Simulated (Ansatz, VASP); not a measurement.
Two plane-wave programs on AgI

Contents of POSCAR:

```
AgI
1.0
    0.0000000000      3.2886328091      3.2886328091
    3.2886328091      0.0000000000      3.2886328091
    3.2886328091      3.2886328091      0.0000000000
Ag I
1 1
Direct
    0.0000000000      0.0000000000      0.0000000000
    0.2500000000      0.2500000000      0.2500000000
```

Contents of INCAR.step1:

```
PREC     = Accurate       # precision mode
ENCUT    = 400            # plane-wave cutoff, eV
EDIFF    = 1E-5           # SCF threshold, eV
ISMEAR   = 0              # smearing method
SIGMA    = 0.01           # smearing width, eV
LREAL    = F              # projectors in reciprocal space
LASPH    = T              # aspherical terms in the spheres
NELM     = 120            # most SCF steps
ALGO     = Normal         # electronic algorithm
ISIF     = 2              # what is computed and relaxed
LWAVE    = T              # write WAVECAR
LCHARG   = F              # write CHGCAR
GGA      = PE             # functional
NBANDS   = 16             # bands
GGA_COMPAT= F
```

The input INCAR.step2:

```
PREC     = Accurate       # precision mode
ENCUT    = 400            # plane-wave cutoff, eV
EDIFF    = 1E-6           # SCF threshold, eV
ISMEAR   = 0              # smearing method
SIGMA    = 0.01           # smearing width, eV
LREAL    = F              # projectors in reciprocal space
LASPH    = T              # aspherical terms in the spheres
NELM     = 120            # most SCF steps
ALGO     = Normal         # electronic algorithm
ISIF     = 2              # what is computed and relaxed
LWAVE    = F              # write WAVECAR
LCHARG   = F              # write CHGCAR
GGA      = PE             # functional
LHFCALC  = T              # exact exchange
AEXX     = 0.05           # exact-exchange fraction
HFSCREEN = 0.5            # screening, 1/A
PRECFOCK = Normal       
ISTART   = 1            
NBANDS   = 16             # bands
GGA_COMPAT= F
```

File KPOINTS:

```
regular mesh
0
Gamma
  4 4 4
```

Input for Ansatz:

```yaml
crystal:
  lattice:
    - [0.0, 3.2886328091, 3.2886328091]
    - [3.2886328091, 0.0, 3.2886328091]
    - [3.2886328091, 3.2886328091, 0.0]
  atoms:
    - { symbol: Ag, position: [0.0, 0.0, 0.0] }
    - { symbol: I, position: [0.25, 0.25, 0.25] }
kpoints:
  mp_grid: { grid: [4, 4, 4] }
hamiltonian:
  xc: { exchange: pbe, correlation: pbe, exx: { coeff: 0.05, omega: 0.5 } }
scf:
  occupations: { method: fixed }
  n_extra_bands: 4
output:
  forces: true
  stress: true
  eigenvalues: true
```

Alike in both runs: task single point; functional PBE-based screened hybrid; k mesh 4 × 4 × 4; no spin polarisation.

|  | VASP | Ansatz |
| --- | --- | --- |
| version | VASP 6.6.1 | Ansatz 0.2.0 |
| potentials or method | VASP PAW PBE potentials, release 64 (Ag, I) | plane waves |
| plane-wave cutoff (eV) | 400 | 420 |
| occupations | gaussian, width 0.01 eV | fixed |
| valence electrons in the cell | 18 | 36 |

Ansatz gave:

- gap on the k mesh at the Fermi level (eV): 1.47
- pressure (GPa): 0.8

**Question.** What did VASP give for the same quantities?

**Answer.** gap on the k mesh at the Fermi level (eV): 1.47; pressure (GPa): 0.6.

VASP's potentials were made for PBE, not for PBE-based screened hybrid. VASP's potentials hold 18 valence electrons a cell and Ansatz's 36, so a difference there can come from the potentials and not from the codes. Ansatz's warnings: stress exchange threshold loose, stress scf threshold loose.

Neither program's run includes spin-orbit coupling.
